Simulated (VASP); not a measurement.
Here is a VASP 6.6.1 calculation.

INCAR

```
SYSTEM = HfBeC2N
PREC = Accurate ; ENCUT = 520
EDIFF = 1E-6 ; ISMEAR = 0
SIGMA = 0.1 ; LREAL = .False.
LASPH = .True. ; NELM = 100
ALGO = Normal ; ISIF = 2
LWAVE = .False. ; LCHARG = .True.
GGA = PE ; LELF = .True.
LVHAR = .True. ; NBANDS = 36
```

The input KPOINTS:

```
Automatic mesh
0
Gamma
  12 8 6
  0 0 0
```

File POSCAR:

```
HfBeC2N
1.0
    3.2247046072      0.0000000000      0.0001237561
    0.0000000000      4.7927943739      0.0000000000
   -0.1744550156      0.0000000000      6.4221254656
Hf Be C N
2 2 4 2
Direct
    0.5918926329      0.9991508159      0.2042920562
    0.5918926329      0.0008491841      0.7042920562
    0.0454615338      0.6115624216      0.4783666487
    0.0454615338      0.3884375784      0.9783666487
    0.7877017642      0.4928396442      0.2510660714
    0.7877017642      0.5071603558      0.7510660714
    0.5003017631      0.5017296073      0.1065255163
    0.5003017631      0.4982703927      0.6065255163
    0.0760079788      0.9719888808      0.4618418427
    0.0760079788      0.0280111192      0.9618418427
```

Potentials or basis: VASP PAW PBE potentials, release 64 (Hf_pv, Be, C, N).

Run with:

```console
$ cat potpaw_PBE.64/Hf_pv/POTCAR potpaw_PBE.64/Be/POTCAR potpaw_PBE.64/C/POTCAR potpaw_PBE.64/N/POTCAR > POTCAR
$ mpirun -np 1 vasp_std > vasp.out
```

(1) Predict the pressure.

(2) Predict the largest force.

(3) What does it give for the band gap on the k mesh?

Results:

(1) -0.9 GPa.

(2) 0.092 eV/Å.

(3) zero (bands 25 and 26 overlap by 2.17 eV).

Caveat: spin-orbit coupling is left out, which moves the levels of the heavy elements.
